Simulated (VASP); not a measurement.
Wanted: the native input for a VASP 6.6.1 run.

```
Task                   : relaxation of cell and atoms
Functional             : PBE
Potentials or basis    : VASP PAW PBE potentials, release 64 (Cd, S)
Cutoff                 : 600 eV
k mesh                 : 4 × 4 × 4
Occupations            : gaussian, width 0.1 eV
Spin                   : no spin polarisation
Dipole correction      : no
Further INCAR settings : ALGO = Normal; EDIFF = 1e-06; IBRION = 2; EDIFFG = -0.04; NSW = 90; ISIF = 3
```

The structure of Cd2S lies in POSCAR:

```
Cd2S
1.0
    5.6096773800      0.0000000000      0.0000000000
    0.0000000000      5.6096773800      0.0000000000
    0.0000000000      0.0000000000      5.6096773800
Cd S
4 2
Direct
    0.2500000000      0.2500000000      0.2500000000
    0.7500000000      0.7500000000      0.2500000000
    0.7500000000      0.2500000000      0.7500000000
    0.2500000000      0.7500000000      0.7500000000
    0.0000000000      0.0000000000      0.0000000000
    0.5000000000      0.5000000000      0.5000000000
```

The cell was built from a structure type or drawn by symmetry, and may not be a known phase.

One way to write it, as run:

INCAR

```
SYSTEM = Cd2S
  PREC = Accurate
  ENCUT = 600
  EDIFF = 1E-6
  ISMEAR = 0
  SIGMA = 0.1
  LREAL = .False.
  LASPH = .True.
  NELM = 100
  ALGO = Normal
  ISIF = 3
  LWAVE = .False.
  LCHARG = .False.
  GGA = PE
  IBRION = 2
  NSW = 90
  EDIFFG = -0.04
```

KPOINTS

```
Automatic mesh
0
Gamma
  4 4 4
  0 0 0
```

Potentials or basis: VASP PAW PBE potentials, release 64 (Cd, S).

Launch:

```console
$ cat potpaw_PBE.64/Cd/POTCAR potpaw_PBE.64/S/POTCAR > POTCAR
$ mpirun -np 1 vasp_std > vasp.out
```

It gave:

| Property | Result |
| --- | --- |
| Relaxed volume | 35.16 Å³/atom |
| Relaxed cell | a = 5.953 Å, b = 5.953 Å, c = 5.953 Å, α = 90.00°, β = 90.00°, γ = 90.00° |
| Space group after relaxing (to 0.1 Å) | Pn-3m (No. 224) |
| Energy gained by relaxing | 75.6 meV/atom |
| Ionic steps | 3 |
| Pressure after relaxing | -0.1 GPa |
| Band gap on the k mesh | zero (bands 30 and 31 overlap by 0.91 eV) |

Caveat: the volume moved by over 15 % at a fixed basis, so the end points are rough.

Wall time 83 s on 1 thread of Intel(R) Xeon(R) 6975P-C (Granite Rapids) (shared host), peak memory 0.36 GiB.
